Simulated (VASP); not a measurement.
# Na2S (Fm-3m) in VASP: single point with PBE

Aim: the single point of Na2S with PBE.

All numbers are computed with VASP 6.6.1; they aren't measurements. Logs are shortened: lines on timing, memory, paths and dates and some standing lists are left out, and cuts for length are marked.

### 1 The cell of the first run

It takes space group Fm-3m (No. 225, cubic). Conventional cell: a = 6.547 Å, b = 6.547 Å, c = 6.547 Å, α = 90.00°, β = 90.00°, γ = 90.00°. Within 3.7 Å of Na (site symmetry -43m) lie 4 S at 2.83 Å and 6 Na at 3.27 Å. S (site symmetry m-3m) has 8 Na at 2.83 Å within 3.7 Å.

### 2 Single point, PBE

Contents of INCAR:

```
SYSTEM = Na2S
PREC = Accurate
ENCUT = 500
EDIFF = 1E-6
ISMEAR = 0
SIGMA = 0.01
LREAL = .FALSE.
LASPH = .TRUE.
NELM = 120
ALGO = Normal
ISIF = 2
LWAVE = .FALSE.
LCHARG = .FALSE.
GGA = PE
NBANDS = 17
GGA_COMPAT = .FALSE.
```

Contents of KPOINTS:

```
Automatic mesh
0
G
  6 6 6
  0 0 0
```

Contents of POSCAR:

```
Na2S
1.0
    0.0000000000      3.2735000000      3.2735000000
    3.2735000000      0.0000000000      3.2735000000
    3.2735000000      3.2735000000      0.0000000000
Na S
2 1
Direct
    0.2500000000      0.2500000000      0.2500000000
    0.7500000000      0.7500000000      0.7500000000
    0.0000000000      0.0000000000      0.0000000000
```

Potentials or basis: VASP PAW PBE potentials, release 64 (Na_pv, S).

On the command line:

```sh
$ cat potpaw_PBE.64/Na_pv/POTCAR potpaw_PBE.64/S/POTCAR > POTCAR
$ mpirun -np 1 vasp_std > vasp.out
```

OUTCAR:

```text
SYSTEM = Na2S
   PREC = Accurate
   ENCUT = 500
   EDIFF = 1E-6
   ISMEAR = 0
   LREAL = .FALSE.
   LASPH = .TRUE.
   NELM = 120
   ISIF = 2
   GGA = PE

 ion  position               nearest neighbor table
   1  0.250  0.250  0.250-
   2  0.750  0.750  0.750-
   3  0.000  0.000  0.000-

  LATTYP: Found a face centered cubic cell.
 ALAT       =     6.5470000000

  Lattice vectors:

 A1 = (   0.0000000000,   3.2735000000,   3.2735000000)
 A2 = (   3.2735000000,   0.0000000000,   3.2735000000)
 A3 = (   3.2735000000,   3.2735000000,   0.0000000000)

Analysis of symmetry for initial positions (statically):
=====================================================================
 Subroutine PRICEL returns:
 Original cell was already a primitive cell.

 Routine SETGRP: Setting up the symmetry group for a
 face centered cubic supercell.

 Subroutine GETGRP returns: Found 48 space group operations
 (whereof 48 operations were pure point group operations)
 out of a pool of 48 trial point group operations.

The static configuration has the point symmetry O_h .

Analysis of symmetry for dynamics (positions and initial velocities):
=====================================================================
 Subroutine PRICEL returns:
 Original cell was already a primitive cell.

 Routine SETGRP: Setting up the symmetry group for a
 face centered cubic supercell.

 Subroutine GETGRP returns: Found 48 space group operations
 (whereof 48 operations were pure point group operations)
 out of a pool of 48 trial point group operations.

The dynamic configuration has the point symmetry O_h .

 Subroutine INISYM returns: Found 48 space group operations
 (whereof 48 operations are pure point group operations),
 and found     1 'primitive' translations

----------------------------------------------------------------------------------------

                                     Primitive cell

  volume of cell :      70.1564

  direct lattice vectors                    reciprocal lattice vectors
     0.000000000  3.273500000  3.273500000    -0.152741714  0.152741714  0.152741714
     3.273500000  0.000000000  3.273500000     0.152741714 -0.152741714  0.152741714
     3.273500000  3.273500000  0.000000000     0.152741714  0.152741714 -0.152741714

  length of vectors
     4.629428096  4.629428096  4.629428096     0.264556409  0.264556409  0.264556409

  position of ions in fractional coordinates (direct lattice)
     0.250000000  0.250000000  0.250000000
     0.750000000  0.750000000  0.750000000
     0.000000000  0.000000000  0.000000000

  ion indices of the primitive-cell ions
   primitive index   ion index
                 1           1
                 2           2
                 3           3

----------------------------------------------------------------------------------------

 KPOINTS: Automatic mesh

Automatic generation of k-mesh.
 Grid dimensions read from file:
 generate k-points for:    6    6    6

 Generating k-lattice:

  Cartesian coordinates                     Fractional coordinates (reciprocal lattice)
    -0.025456952  0.025456952  0.025456952     0.166666667  0.000000000  0.000000000
     0.025456952 -0.025456952  0.025456952     0.000000000  0.166666667  0.000000000
     0.025456952  0.025456952 -0.025456952     0.000000000  0.000000000  0.166666667

  Length of vectors
     0.044092735  0.044092735  0.044092735

  Shift w.r.t. Gamma in fractional coordinates (k-lattice)
     0.000000000  0.000000000  0.000000000

 Subroutine IBZKPT returns following result:
 ===========================================

 Found     16 irreducible k-points:

 Following reciprocal coordinates:
            Coordinates               Weight
  0.000000  0.000000  0.000000      1.000000
  0.166667  0.000000  0.000000      8.000000
  0.333333  0.000000  0.000000      8.000000
  0.500000  0.000000  0.000000      4.000000
  0.166667  0.166667  0.000000      6.000000
  0.333333  0.166667  0.000000     24.000000
[... 8 lines left out ...]
 -0.333333  0.333333  0.166667     24.000000
 -0.333333  0.500000  0.166667     12.000000
   k-points           NKPTS =     16   k-points in BZ     NKDIM =     16   number of bands    NBANDS=     17
   number of dos      NEDOS =    301   number of ions     NIONS =      3
   total plane-waves  NPLWV =  46656
   dimension x,y,z NGX =    36 NGY =   36 NGZ =   36
   dimension x,y,z NGXF=    72 NGYF=   72 NGZF=   72
   ions per type =               2   1
   NGX,Y,Z   is equivalent  to a cutoff of  12.93, 12.93, 12.93 a.u.
   NGXF,Y,Z  is equivalent  to a cutoff of  25.86, 25.86, 25.86 a.u.
 SYSTEM =  Na2S
   PREC   = accura    normal or accurate (medium, high low for compatibility)
   ISTART =      0    job   : 0-new  1-cont  2-samecut
   ICHARG =      2    charge: 1-file 2-atom 10-const
   ISPIN  =      1    spin polarized calculation?
   LNONCOLLINEAR =      F non collinear calculations
   LSORBIT =      F    spin-orbit coupling
   LASPH  =      T    aspherical Exc in radial PAW
   ENCUT  =  500.0 eV  36.75 Ry    6.06 a.u.   8.44  8.44  8.44*2*pi/ulx,y,z
   NELM   =    120;   NELMIN=  2; NELMDL= -5     # of ELM steps
   EDIFF  = 0.1E-05   stopping-criterion for ELM
   LREAL  =      F    real-space projection
   EDIFFG = 0.1E-04   stopping-criterion for IOM
   NSW    =      0    number of steps for IOM
   IBRION =     -1    ionic relax: 0-MD 1-quasi-New 2-CG
   NFREE  =      0    steps in history (QN), initial steepest desc. (CG)
   ISIF   =      2    stress and relaxation
   ISYM   =      2    0-nonsym 1-usesym 2-fastsym
   POTIM  = 0.5000    time-step for ionic-motion
   TEBEG  =    0.0;   TEEND  =   0.0 temperature during run
   PSTRESS=    0.0 pullay stress
   NELECT =      20.0000    total number of electrons
   NUPDOWN=      -1.0000    fix difference up-down
   EMIN   =  10.00;   EMAX   =-10.00  energy-range for DOS
   EFERMI =   0.00;   METHOD = LEGACY
   ISMEAR =     0;   SIGMA  =   0.01  broadening in eV -4-tet -1-fermi 0-gaus
   EFERMI_NEDOS =   21; number of points for ismear=-14 and -15
   IALGO  =     38    algorithm
   IMIX   =      4    mixing-type and parameters
     AMIX     =   0.40;   BMIX     =  1.00
     AMIX_MAG =   1.60;   BMIX_MAG =  1.00
  volume/ion in A,a.u.               =      23.39       157.81
  Fermi-wavevector in a.u.,A,eV,Ry     =   1.077447  2.036079 15.794888  1.160892
  Thomas-Fermi vector in A             =   2.213359
   LORBIT       =      0    0 simple, 1 ext, 2 COOP (PROOUT), +10 PAW based schemes
   GGA     = PE    functional components
   LHFCALC =     F    Hartree Fock is set to
   AEXX    =    0.0000 exact exchange contribution
   IVDW    =     0    specifies the selected vdW correction
   LEPSILON=     F    determine dielectric tensor
   LRPA    =     F    only Hartree local field effects (RPA)
 non-spin polarized calculation
 Gauss-broadening in eV      SIGMA  =   0.01
  energy-cutoff  :      500.00
  volume of cell :       70.16
 maximum number of plane-waves:      1807
 NGX is ok and might be reduce to    36
   NGX = 17   NGY = 17   NGZ = 17

 number of electron      19.9999989 magnetization

 Free energy of the ion-electron system (eV)
  ---------------------------------------------------
  ext. energy  EPLUGINS =         0.00000000
  ---------------------------------------------------
  free energy    TOTEN  =        -9.97529159 eV

  energy without entropy =       -9.97529159  energy(sigma->0) =       -9.97529159

 E-fermi :   0.2175     XC(G=0):  -7.8119

 val. band max:        0.1759161616   @ k =   0.0000   0.0000   0.0000
 cond. band min:       2.6536291225   @ k =   0.0000   0.0000   0.0000
 fundamental gap:      2.4777129609
 Fermi energy:         0.2175350744

 k-point     1 :       0.0000    0.0000    0.0000
  band No.  band energies     occupation
      1     -22.0706      2.00000
      2     -22.0706      2.00000
      3     -22.0706      2.00000
      4     -22.0175      2.00000
      5     -22.0175      2.00000
      6     -22.0175      2.00000
[... 9 lines left out ...]
     16       9.5264      0.00000
     17      11.3819      0.00000

 k-point     2 :       0.1667    0.0000    0.0000
  band No.  band energies     occupation
      1     -22.0683      2.00000
      2     -22.0672      2.00000
      3     -22.0672      2.00000
      4     -22.0228      2.00000
      5     -22.0212      2.00000
      6     -22.0212      2.00000
[... 9 lines left out ...]
     16       9.0728      0.00000
     17      10.7405      0.00000

 k-point     3 :       0.3333    0.0000    0.0000
  band No.  band energies     occupation
      1     -22.0615      2.00000
      2     -22.0580      2.00000
      3     -22.0580      2.00000
      4     -22.0356      2.00000
      5     -22.0314      2.00000
      6     -22.0314      2.00000
[... 9 lines left out ...]
     16       9.9294      0.00000
     17      10.5386      0.00000

 k-point     4 :       0.5000    0.0000    0.0000
  band No.  band energies     occupation
      1     -22.0526      2.00000
      2     -22.0475      2.00000
      3     -22.0457      2.00000
      4     -22.0457      2.00000
      5     -22.0441      2.00000
      6     -22.0441      2.00000
[... 9 lines left out ...]
     16      11.5794      0.00000
     17      11.5794      0.00000
[... 183 lines left out ...]
      1     -22.0826      2.00000
      2     -22.0731      2.00000
      3     -22.0614      2.00000
      4     -22.0304      2.00000
      5     -22.0225      2.00000
      6     -22.0104      2.00000
[... 9 lines left out ...]
     16      11.2325      0.00000
     17      12.2168      0.00000

 k-point    15 :      -0.3333    0.3333    0.1667
  band No.  band energies     occupation
      1     -22.0854      2.00000
      2     -22.0808      2.00000
      3     -22.0462      2.00000
      4     -22.0461      2.00000
      5     -22.0126      2.00000
      6     -22.0118      2.00000
[... 9 lines left out ...]
     16      10.7548      0.00000
     17      12.1794      0.00000

 k-point    16 :      -0.3333    0.5000    0.1667
  band No.  band energies     occupation
      1     -22.0931      2.00000
      2     -22.0846      2.00000
      3     -22.0638      2.00000
      4     -22.0282      2.00000
      5     -22.0088      2.00000
      6     -22.0055      2.00000
[... 9 lines left out ...]
     16      11.3245      0.00000
     17      12.0896      0.00000

------------------------ aborting loop because EDIFF is reached ----------------------------------------

  FORCE on cell =-STRESS in cart. coord.  units (eV):
  Direction    XX          YY          ZZ          XY          YZ          ZX
  --------------------------------------------------------------------------------------
  -------------------------------------------------------------------------------------
  Total        0.1279557      0.1279557      0.1279557      0.0000000     -0.0000000      0.0000000
  in kB        2.9221549      2.9221549      2.9221549      0.0000000     -0.0000000      0.0000000
  external PRESSURE =       2.9221549 kB  Pullay stress =       0.0000000 kB

 VOLUME and BASIS-vectors are now :
 -----------------------------------------------------------------------------
  energy-cutoff  :      500.00
  volume of cell :       70.16
      direct lattice vectors                 reciprocal lattice vectors
     0.000000000  3.273500000  3.273500000    -0.152741714  0.152741714  0.152741714
     3.273500000  0.000000000  3.273500000     0.152741714 -0.152741714  0.152741714
     3.273500000  3.273500000  0.000000000     0.152741714  0.152741714 -0.152741714

 POSITION                                       TOTAL-FORCE (eV/Angst)
 -----------------------------------------------------------------------------------
      1.63675      1.63675      1.63675        -0.000000     -0.000000     -0.000000
      4.91025      4.91025      4.91025         0.000000      0.000000      0.000000
      0.00000      0.00000      0.00000         0.000000     -0.000000      0.000000
 -----------------------------------------------------------------------------------
    total drift:                                0.000000      0.000000      0.000000

  FREE ENERGIE OF THE ION-ELECTRON SYSTEM (eV)
  ---------------------------------------------------
  free  energy   TOTEN  =        -9.9752915858 eV

  energy  without entropy=       -9.9752915858  energy(sigma->0) =       -9.97529159
```

Wall time 8.8 s (1 thread of Intel Xeon 6975P-C (Granite Rapids), shared host); peak memory 0.19 GiB.

What came out:

```yaml
Free_energy: -9.9753 eV
Pressure: 0.3 GPa
Band_gap_on_the_k_mesh: 2.48 eV, direct
```
